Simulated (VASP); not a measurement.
# V (Im-3m) in VASP: a series of runs, part 2 of 2

VASP 6.6.1. Earlier steps stand in the parts before.

## Step 3: Single point, LDA, collinear spin, ferromagnetic start

This run uses another cell than the first one, of 13.89 Å³/atom, 1.020 times its volume.

File INCAR:

```
PREC = Accurate ; ENCUT = 520
EDIFF = 1E-6 ; ISMEAR = -1
SIGMA = 0.05 ; LREAL = F
LASPH = T ; NELM = 150
ALGO = Normal ; ISIF = 2
LWAVE = F ; LCHARG = F
ISPIN = 2 ; MAGMOM = 2
LORBIT = 11 ; LMAXMIX = 4
GGA = CA ; NBANDS = 16
```

File KPOINTS:

```
regular mesh
0
Gamma
  12 12 12
```

File POSCAR:

```
V
1.0
   -1.5143500000      1.5143500000      1.5143500000
    1.5143500000     -1.5143500000      1.5143500000
    1.5143500000      1.5143500000     -1.5143500000
V
1
Direct
    0.0000000000      0.0000000000      0.0000000000
```

Potentials or basis: VASP PAW LDA potentials, release 64 (V_sv).

On the command line:

```bash
$ cat potpaw_LDA.64/V_sv/POTCAR > POTCAR
$ mpirun -np 1 vasp_std > vasp.out
```

OUTCAR:

```text
PREC = Accurate
   ENCUT = 520
   EDIFF = 1E-6
   ISMEAR = -1
   LREAL = F
   LASPH = T
   NELM = 150
   ISIF = 2
   ISPIN = 2
   LORBIT = 11
   GGA = CA

 ion  position               nearest neighbor table
   1  0.000  0.000  0.000-

  LATTYP: Found a body centered cubic cell.
 ALAT       =     3.0287000000

  Lattice vectors:

 A1 = (  -1.5143500000,   1.5143500000,   1.5143500000)
 A2 = (   1.5143500000,  -1.5143500000,   1.5143500000)
 A3 = (   1.5143500000,   1.5143500000,  -1.5143500000)

Analysis of symmetry for initial positions (statically):
=====================================================================
 Subroutine PRICEL returns:
 Original cell was already a primitive cell.

 Routine SETGRP: Setting up the symmetry group for a
 body centered cubic supercell.

 Subroutine GETGRP returns: Found 48 space group operations
 (whereof 48 operations were pure point group operations)
 out of a pool of 48 trial point group operations.

The static configuration has the point symmetry O_h .

Analysis of symmetry for dynamics (positions and initial velocities):
=====================================================================
 Subroutine PRICEL returns:
 Original cell was already a primitive cell.

 Routine SETGRP: Setting up the symmetry group for a
[... 627 lines left out ...]
     15      37.7992      0.00000
     16      38.2340      0.00000

 [... further k-points ...]

 spin component 2

 k-point     1 :       0.0000    0.0000    0.0000
  band No.  band energies     occupation
      1     -53.8848      1.00000
      2     -27.6379      1.00000
      3     -27.6379      1.00000
      4     -27.6379      1.00000
      5       2.6543      1.00000
      6       9.4879      0.00040
[... 435 lines left out ...]
      5       6.4706      1.00000
      6       7.9294      1.00000
[... 8 lines left out ...]
     15      37.7998      0.00000
     16      38.2345      0.00000

 [... further k-points ...]
[... 5 lines left out ...]
  --------------------------------------------------------------------------------------
  -------------------------------------------------------------------------------------
  Total       -1.5107254     -1.5107254     -1.5107254     -0.0000000     -0.0000000     -0.0000000
  in kB     -174.2438003   -174.2438003   -174.2438003     -0.0000000     -0.0000000     -0.0000000
  external PRESSURE =    -174.2438003 kB  Pullay stress =       0.0000000 kB

 VOLUME and BASIS-vectors are now :
 -----------------------------------------------------------------------------
  energy-cutoff  :      520.00
  volume of cell :       13.89
      direct lattice vectors                 reciprocal lattice vectors
    -1.514350000  1.514350000  1.514350000     0.000000000  0.330174662  0.330174662
     1.514350000 -1.514350000  1.514350000     0.330174662  0.000000000  0.330174662
     1.514350000  1.514350000 -1.514350000     0.330174662  0.330174662  0.000000000

 POSITION                                       TOTAL-FORCE (eV/Angst)
 -----------------------------------------------------------------------------------
      0.00000      0.00000      0.00000        -0.000000     -0.000000      0.000000
 -----------------------------------------------------------------------------------
    total drift:                                0.000000      0.000000      0.000000

  FREE ENERGIE OF THE ION-ELECTRON SYSTEM (eV)
  ---------------------------------------------------
  free  energy   TOTEN  =        -9.8735547373 eV

  energy  without entropy=       -9.8548382377  energy(sigma->0) =       -9.86419649

 total charge

# of ion       s       p       d       tot
------------------------------------------
    1        2.335   6.206   3.085  11.626

 magnetization (x)

# of ion       s       p       d       tot
------------------------------------------
    1        0.000   0.000   0.001   0.001
```

stdout:

```text
POSCAR found type information on POSCAR V
 POSCAR found :  1 types and       1 ions
 scaLAPACK will be used
 LDA part: xc-table for (Slater(with rela. corr.)+CA(PZ))
 , standard interpolation
 POSCAR, INCAR and KPOINTS ok, starting setup
 FFT: planning ... GRIDC
 FFT: planning ... GRID_SOFT
 FFT: planning ... GRID
 WAVECAR not read
 entering main loop
```

It took 18 s on 1 thread of Intel Xeon Platinum 8488C (Sapphire Rapids), shared host; peak memory 0.14 GiB.

Results:

```yaml
Free_energy: -9.8736 eV
Pressure: -17.4 GPa
Net_moment: 0.00 μB per cell
Valence_electrons_inside_the_program's_atomic_spheres: V 11.63
```

## Step 4: Single point, LDA, collinear spin, ferromagnetic start (volume scaled by 1.02)

File INCAR:

```
  PREC = Accurate
  ENCUT = 520
  EDIFF = 1E-7
  ISMEAR = -1
  SIGMA = 0.05
  LREAL = F
  LASPH = T
  NELM = 150
  ALGO = Fast
  ISIF = 2
  LWAVE = F
  LCHARG = F
  ISPIN = 2
  MAGMOM = 2
  LORBIT = 11
  LMAXMIX = 4
  NBANDS = 16
```

KPOINTS is that of step 3.

File POSCAR:

```
V
1.0
   -1.5243791002      1.5243791002      1.5243791002
    1.5243791002     -1.5243791002      1.5243791002
    1.5243791002      1.5243791002     -1.5243791002
V
1
Direct
    0.0000000000      0.0000000000      0.0000000000
```

On the command line:

```bash
$ cat potpaw_LDA.64/V_sv/POTCAR > POTCAR
$ mpirun -np 1 vasp_std > vasp.out
```

It took 19 s on 1 thread of Intel Xeon Platinum 8488C (Sapphire Rapids), shared host; peak memory 0.13 GiB.

The run converged. Its results:

- Free energy: -9.8412 eV
- Pressure: -20.0 GPa
- Net moment: 0.00 μB per cell
- Valence electrons inside the program's atomic spheres: V 11.59

Levels at points of the mesh, in eV from the Fermi level:
Spin up:
| k point | band 3 | band 4 | band 5 | band 6 | band 7 | band 8 | band 9 | band 10 |
| --- | --- | --- | --- | --- | --- | --- | --- | --- |
| (0.00, 0.00, 0.00) | -36.79 | -36.79 | -6.40 | 0.39 | 0.39 | 0.39 | 2.25 | 2.25 |
| (0.50, 0.00, 0.00) | -37.04 | -36.79 | -3.00 | -1.05 | 1.58 | 2.25 | 2.58 | 3.87 |
| (0.50, 0.50, 0.50) | -37.33 | -37.33 | -2.78 | -2.78 | 3.50 | 3.50 | 3.50 | 9.76 |
Spin down:
```csv
k point,band 4,band 5,band 6,band 7,band 8,band 9
"(0.00, 0.00, 0.00)",-36.79,-6.40,0.39,0.39,0.39,2.25
"(0.50, 0.00, 0.00)",-36.79,-3.00,-1.05,1.58,2.25,2.58
"(0.50, 0.50, 0.50)",-37.33,-2.78,-2.78,3.50,3.50,3.50
```

Caveat: the cell differs from its parent crystal (volume scaled by 1.02).

## Step 5: The runs side by side

```tsv
cell	gap on the mesh (eV)	pressure (GPa)	moment (μB)
a = 2.605 Å, angles 109.5°, 1 atom	none	-14.5	0.00
a = 2.623 Å, angles 109.5°, 1 atom	none	-17.4	0.00
a = 2.640 Å, angles 109.5°, 1 atom	none	-20.0	0.00
```

Alike in all rows: task single point; level LDA; potentials or basis VASP PAW LDA potentials, release 64 (V_sv); spin collinear, ferromagnetic start; k mesh 12 × 12 × 12; cutoff (eV) 520; smearing fermi-dirac 0.05 eV.

Absolute energies hang on the potentials; compare differences alone.
